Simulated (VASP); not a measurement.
# MnInCu (Cmmm) in VASP: single point with PBE

Aim: the single point of MnInCu with PBE.

All numbers are computed with VASP 6.6.1; they aren't measurements. Logs are shortened: lines on timing, memory, paths and dates and some standing lists are left out, and cuts for length are marked.

## (1) The cell of the first run

The typed cell holds 3 atoms: a = 3.761 Å, b = 3.761 Å, c = 4.832 Å, α = 90.00°, β = 90.00°, γ = 90.01°.

The cell was built from a structure type or drawn by symmetry, and may not be a known phase.

## (2) Single point, PBE, collinear spin, ferromagnetic start

INCAR reads:

```
SYSTEM = MnInCu
ALGO     = Normal         ! electronic algorithm
EDIFF    = 1E-7           ! SCF threshold, eV
ENCUT    = 520            ! plane-wave cutoff, eV
GGA      = PE             ! functional
ISIF     = 2              ! what is computed and relaxed
ISMEAR   = 0              ! smearing method
ISPIN    = 2              ! spin polarisation
LASPH    = .TRUE.         ! aspherical terms in the spheres
LCHARG   = .FALSE.        ! write CHGCAR
LMAXMIX  = 4              ! l up to which the mixer works
LORBIT   = 11             ! projections on sites
LREAL    = .FALSE.        ! projectors in reciprocal space
LWAVE    = .FALSE.        ! write WAVECAR
MAGMOM   = 4 0 0          ! initial moments
NBANDS   = 30             ! bands
NELM     = 150            ! most SCF steps
PREC     = Accurate       ! precision mode
SIGMA    = 0.1            ! smearing width, eV
```

KPOINTS reads:

```
k-points
0
G
  6 6 4
  0 0 0
```

POSCAR reads:

```
MnInCu
1.0
    2.6594121929     -2.6600742859      0.0000000000
    2.6594121929      2.6600742859      0.0000000000
    0.0000000000      0.0000000000      4.8322640626
Mn In Cu
1 1 1
Direct
    0.0000000000      0.0000000000      0.0000000000
    0.5000000000      0.5000000000      0.0000000000
    0.0000000000      0.0000000000      0.5000000000
```

Potentials or basis: VASP PAW PBE potentials, release 64 (Mn_pv, In_d, Cu).

Run with:

```bash
> cat potpaw_PBE.64/Mn_pv/POTCAR potpaw_PBE.64/In_d/POTCAR potpaw_PBE.64/Cu/POTCAR > POTCAR
> mpirun -np 1 vasp_std > vasp.out
```

OUTCAR:

```text
SYSTEM = MnInCu
   EDIFF = 1E-7
   ENCUT = 520
   GGA = PE
   ISIF = 2
   ISMEAR = 0
   ISPIN = 2
   LASPH = .TRUE.
   LORBIT = 11
   LREAL = .FALSE.
   NELM = 150
   PREC = Accurate

 ion  position               nearest neighbor table
   1  0.000  0.000  0.000-   3 2.42   3 2.42   2 2.66   2 2.66   2 2.66   2 2.66
   2  0.500  0.500  0.000-   1 2.66   1 2.66   1 2.66   1 2.66
   3  0.000  0.000  0.500-   1 2.42   1 2.42

  LATTYP: Found a base centered orthorhombic cell.
 ALAT       =     5.3188243858
 B/A-ratio  =     1.0002489622
 C/A-ratio  =     0.9085210776

  Lattice vectors:

 A1 = (   2.6594121929,  -2.6600742859,   0.0000000000)
 A2 = (   2.6594121929,   2.6600742859,   0.0000000000)
 A3 = (   0.0000000000,   0.0000000000,   4.8322640626)

Analysis of symmetry for initial positions (statically):
=====================================================================
 Subroutine PRICEL returns:
 Original cell was already a primitive cell.

 Routine SETGRP: Setting up the symmetry group for a
 base centered orthorhombic supercell.

 Subroutine GETGRP returns: Found  8 space group operations
 (whereof  8 operations were pure point group operations)
 out of a pool of  8 trial point group operations.

The static configuration has the point symmetry D_2h.

Analysis of symmetry for dynamics (positions and initial velocities):
=====================================================================
 Subroutine PRICEL returns:
 Original cell was already a primitive cell.

 Routine SETGRP: Setting up the symmetry group for a
 base centered orthorhombic supercell.

 Subroutine GETGRP returns: Found  8 space group operations
 (whereof  8 operations were pure point group operations)
 out of a pool of  8 trial point group operations.

The dynamic configuration has the point symmetry D_2h.

Analysis of structural, dynamic, and magnetic symmetry:
=====================================================================
 Subroutine PRICEL returns:
 Original cell was already a primitive cell.

 Routine SETGRP: Setting up the symmetry group for a
 base centered orthorhombic supercell.

 Subroutine GETGRP returns: Found  8 space group operations
 (whereof  8 operations were pure point group operations)
 out of a pool of  8 trial point group operations.

The overall configuration has the point symmetry D_2h.

 Subroutine INISYM returns: Found  8 space group operations
 (whereof  8 operations are pure point group operations),
 and found     1 'primitive' translations

----------------------------------------------------------------------------------------

                                     Primitive cell

  volume of cell :      68.3691

  direct lattice vectors                    reciprocal lattice vectors
     2.659412193 -2.660074286  0.000000000     0.188011472 -0.187964676  0.000000000
     2.659412193  2.660074286  0.000000000     0.188011472  0.187964676  0.000000000
     0.000000000  0.000000000  4.832264063     0.000000000  0.000000000  0.206942333

  length of vectors
     3.761444991  3.761444991  4.832264063     0.265855285  0.265855285  0.206942333

  position of ions in fractional coordinates (direct lattice)
     0.000000000  0.000000000  0.000000000
     0.500000000  0.500000000  0.000000000
     0.000000000  0.000000000  0.500000000

  ion indices of the primitive-cell ions
   primitive index   ion index
                 1           1
                 2           2
                 3           3

----------------------------------------------------------------------------------------

 KPOINTS: k-points

Automatic generation of k-mesh.
 Grid dimensions read from file:
 generate k-points for:    6    6    4

 Generating k-lattice:

  Cartesian coordinates                     Fractional coordinates (reciprocal lattice)
     0.031335245 -0.031327446  0.000000000     0.166666667  0.000000000  0.000000000
     0.031335245  0.031327446  0.000000000     0.000000000  0.166666667  0.000000000
     0.000000000  0.000000000  0.051735583     0.000000000  0.000000000  0.250000000

  Length of vectors
     0.044309214  0.044309214  0.051735583

  Shift w.r.t. Gamma in fractional coordinates (k-lattice)
     0.000000000  0.000000000  0.000000000

 Subroutine IBZKPT returns following result:
 ===========================================

 Found     39 irreducible k-points:

 Following reciprocal coordinates:
            Coordinates               Weight
  0.000000  0.000000  0.000000      1.000000
  0.166667 -0.000000  0.000000      4.000000
  0.333333  0.000000  0.000000      4.000000
  0.500000 -0.000000  0.000000      2.000000
  0.166667  0.166667  0.000000      2.000000
  0.333333  0.166667  0.000000      4.000000
[... 16 lines left out ...]
  0.333333  0.333333  0.250000      4.000000
  0.500000  0.333333  0.250000      8.000000
 [... further k-points ...]
   k-points           NKPTS =     39   k-points in BZ     NKDIM =     39   number of bands    NBANDS=     30
   number of dos      NEDOS =    301   number of ions     NIONS =      3
   total plane-waves  NPLWV =  28224
   dimension x,y,z NGX =    28 NGY =   28 NGZ =   36
   dimension x,y,z NGXF=    56 NGYF=   56 NGZF=   72
   ions per type =               1   1   1
   NGX,Y,Z   is equivalent  to a cutoff of  12.38, 12.38, 12.39 a.u.
   NGXF,Y,Z  is equivalent  to a cutoff of  24.75, 24.75, 24.77 a.u.
 SYSTEM =  MnInCu
   PREC   = accura    normal or accurate (medium, high low for compatibility)
   ISTART =      0    job   : 0-new  1-cont  2-samecut
   ICHARG =      2    charge: 1-file 2-atom 10-const
   ISPIN  =      2    spin polarized calculation?
   LNONCOLLINEAR =      F non collinear calculations
   LSORBIT =      F    spin-orbit coupling
   LASPH  =      T    aspherical Exc in radial PAW
   ENCUT  =  520.0 eV  38.22 Ry    6.18 a.u.   6.99  6.99  8.98*2*pi/ulx,y,z
   NELM   =    150;   NELMIN=  2; NELMDL= -5     # of ELM steps
   EDIFF  = 0.1E-06   stopping-criterion for ELM
   LREAL  =      F    real-space projection
   EDIFFG = 0.1E-05   stopping-criterion for IOM
   NSW    =      0    number of steps for IOM
   IBRION =     -1    ionic relax: 0-MD 1-quasi-New 2-CG
   NFREE  =      0    steps in history (QN), initial steepest desc. (CG)
   ISIF   =      2    stress and relaxation
   ISYM   =      2    0-nonsym 1-usesym 2-fastsym
   POTIM  = 0.5000    time-step for ionic-motion
   TEBEG  =    0.0;   TEEND  =   0.0 temperature during run
   PSTRESS=    0.0 pullay stress
   NELECT =      37.0000    total number of electrons
   NUPDOWN=      -1.0000    fix difference up-down
   EMIN   =  10.00;   EMAX   =-10.00  energy-range for DOS
   EFERMI =   0.00;   METHOD = LEGACY
   ISMEAR =     0;   SIGMA  =   0.10  broadening in eV -4-tet -1-fermi 0-gaus
   EFERMI_NEDOS =   21; number of points for ismear=-14 and -15
   IALGO  =     38    algorithm
   IMIX   =      4    mixing-type and parameters
     AMIX     =   0.40;   BMIX     =  1.00
     AMIX_MAG =   1.60;   BMIX_MAG =  1.00
  volume/ion in A,a.u.               =      22.79       153.79
  Fermi-wavevector in a.u.,A,eV,Ry     =   1.334101  2.521085 24.215996  1.779826
  Thomas-Fermi vector in A             =   2.462908
   LORBIT       =     11    0 simple, 1 ext, 2 COOP (PROOUT), +10 PAW based schemes
   GGA     = PE    functional components
   LHFCALC =     F    Hartree Fock is set to
   AEXX    =    0.0000 exact exchange contribution
   IVDW    =     0    specifies the selected vdW correction
   LEPSILON=     F    determine dielectric tensor
   LRPA    =     F    only Hartree local field effects (RPA)
 spin polarized calculation
 Gauss-broadening in eV      SIGMA  =   0.10
  energy-cutoff  :      520.00
  volume of cell :       68.37
 maximum number of plane-waves:      1872
   NGX = 13   NGY = 13   NGZ = 17

 number of electron      37.0000038 magnetization       3.5447373

 Free energy of the ion-electron system (eV)
  ---------------------------------------------------
  ext. energy  EPLUGINS =         0.00000000
  ---------------------------------------------------
  free energy    TOTEN  =       -12.69797714 eV

  energy without entropy =      -12.68409473  energy(sigma->0) =      -12.69103594

 E-fermi :   4.5548     XC(G=0):  -9.8572

 val. band max:        4.5187186391   @ k =   0.1667  -0.0000   0.0000
 cond. band min:       4.5592111901   @ k =   0.1667  -0.0000   0.2500
 fundamental gap:      0.0404925510
 Fermi energy:         4.5547610830

 spin component 1

 k-point     1 :       0.0000    0.0000    0.0000
  band No.  band energies     occupation
      1     -45.1439      1.00000
      2     -44.7830      1.00000
      3     -44.7827      1.00000
      4      -9.6401      1.00000
      5      -9.6155      1.00000
      6      -9.5996      1.00000
[... 22 lines left out ...]
     29      16.0818      0.00000
     30      17.7630      0.00000

 k-point     2 :       0.1667   -0.0000    0.0000
  band No.  band energies     occupation
      1     -45.1439      1.00000
      2     -44.7839      1.00000
      3     -44.7829      1.00000
      4      -9.6262      1.00000
      5      -9.6089      1.00000
      6      -9.5661      1.00000
[... 22 lines left out ...]
     29      15.7485      0.00000
     30      17.0698      0.00000

 k-point     3 :       0.3333    0.0000    0.0000
  band No.  band energies     occupation
      1     -45.1438      1.00000
      2     -44.7857      1.00000
      3     -44.7831      1.00000
      4      -9.6070      1.00000
      5      -9.5956      1.00000
      6      -9.5339      1.00000
[... 682 lines left out ...]
     29      15.7666      0.00000
     30      18.8109      0.00000

 k-point    24 :       0.5000    0.3333    0.2500
  band No.  band energies     occupation
      1     -45.1441      1.00000
      2     -44.7861      1.00000
      3     -44.7852      1.00000
      4      -9.6681      1.00000
      5      -9.5542      1.00000
      6      -9.5477      1.00000
[... 22 lines left out ...]
     29      16.9227      0.00000
     30      17.0562      0.00000

 [... further k-points ...]

 spin component 2

 k-point     1 :       0.0000    0.0000    0.0000
  band No.  band energies     occupation
      1     -41.4444      1.00000
      2     -41.3830      1.00000
      3     -41.3828      1.00000
      4      -9.6586      1.00000
      5      -9.6297      1.00000
      6      -9.6293      1.00000
[... 22 lines left out ...]
     29      16.0641      0.00000
     30      18.1790      0.00000

 k-point     2 :       0.1667   -0.0000    0.0000
  band No.  band energies     occupation
      1     -41.4443      1.00000
      2     -41.3842      1.00000
      3     -41.3830      1.00000
      4      -9.6467      1.00000
      5      -9.6245      1.00000
      6      -9.5962      1.00000
[... 22 lines left out ...]
     29      15.8611      0.00000
     30      17.4651      0.00000

 k-point     3 :       0.3333    0.0000    0.0000
  band No.  band energies     occupation
      1     -41.4442      1.00000
      2     -41.3866      1.00000
      3     -41.3833      1.00000
      4      -9.6309      1.00000
      5      -9.6140      1.00000
      6      -9.5556      1.00000
[... 682 lines left out ...]
     29      15.9564      0.00000
     30      19.0234      0.00000

 k-point    24 :       0.5000    0.3333    0.2500
  band No.  band energies     occupation
      1     -41.4447      1.00000
      2     -41.3870      1.00000
      3     -41.3859      1.00000
      4      -9.6797      1.00000
      5      -9.5758      1.00000
      6      -9.5685      1.00000
[... 22 lines left out ...]
     29      17.0610      0.00000
     30      17.3863      0.00000

 [... further k-points ...]

------------------------ aborting loop because EDIFF is reached ----------------------------------------

  FORCE on cell =-STRESS in cart. coord.  units (eV):
  Direction    XX          YY          ZZ          XY          YZ          ZX
  --------------------------------------------------------------------------------------
  -------------------------------------------------------------------------------------
  Total       -0.0126973     -0.0266983      0.1273179      0.0000000      0.0000000      0.0000000
  in kB       -0.2975517     -0.6256548      2.9835968      0.0000000      0.0000000      0.0000000
  external PRESSURE =       0.6867968 kB  Pullay stress =       0.0000000 kB

 VOLUME and BASIS-vectors are now :
 -----------------------------------------------------------------------------
  energy-cutoff  :      520.00
  volume of cell :       68.37
      direct lattice vectors                 reciprocal lattice vectors
     2.659412193 -2.660074286  0.000000000     0.188011472 -0.187964676  0.000000000
     2.659412193  2.660074286  0.000000000     0.188011472  0.187964676  0.000000000
     0.000000000  0.000000000  4.832264063     0.000000000  0.000000000  0.206942333

 POSITION                                       TOTAL-FORCE (eV/Angst)
 -----------------------------------------------------------------------------------
      0.00000      0.00000      0.00000         0.000000     -0.000000      0.000000
      2.65941      0.00000      0.00000        -0.000000      0.000000      0.000000
      0.00000      0.00000      2.41613         0.000000     -0.000000      0.000000
 -----------------------------------------------------------------------------------
    total drift:                                0.000000      0.000000     -0.000000

  FREE ENERGIE OF THE ION-ELECTRON SYSTEM (eV)
  ---------------------------------------------------
  free  energy   TOTEN  =       -12.6979771424 eV

  energy  without entropy=      -12.6840947346  energy(sigma->0) =      -12.69103594

 total charge

# of ion       s       p       d       tot
------------------------------------------
    1        0.331   6.205   5.061  11.597
    2        0.957   0.655   9.843  11.455
    3        0.492   0.131   9.218   9.842
--------------------------------------------------
tot          1.780   6.991  24.123  32.894

 magnetization (x)

# of ion       s       p       d       tot
------------------------------------------
    1        0.042   0.026   3.290   3.358
    2       -0.043  -0.072   0.016  -0.099
    3       -0.027   0.031   0.155   0.159
--------------------------------------------------
tot         -0.027  -0.015   3.462   3.419
```

Run time: 5.7 min. Hardware: 1 thread of AMD EPYC 7R13, shared host; peak memory 0.25 GiB.

What came out:

| Property | Result |
| --- | --- |
| Free energy | -12.6980 eV |
| Pressure | 0.1 GPa |
| Net moment | 3.54 μB per cell |
| Site moments | Mn +3.36; In -0.10; Cu +0.16 μB |
| Valence electrons inside the program's atomic spheres | Mn 11.60; In 11.46; Cu 9.84 |

Caveat: spin-orbit coupling is left out, which moves the levels of the heavy elements.
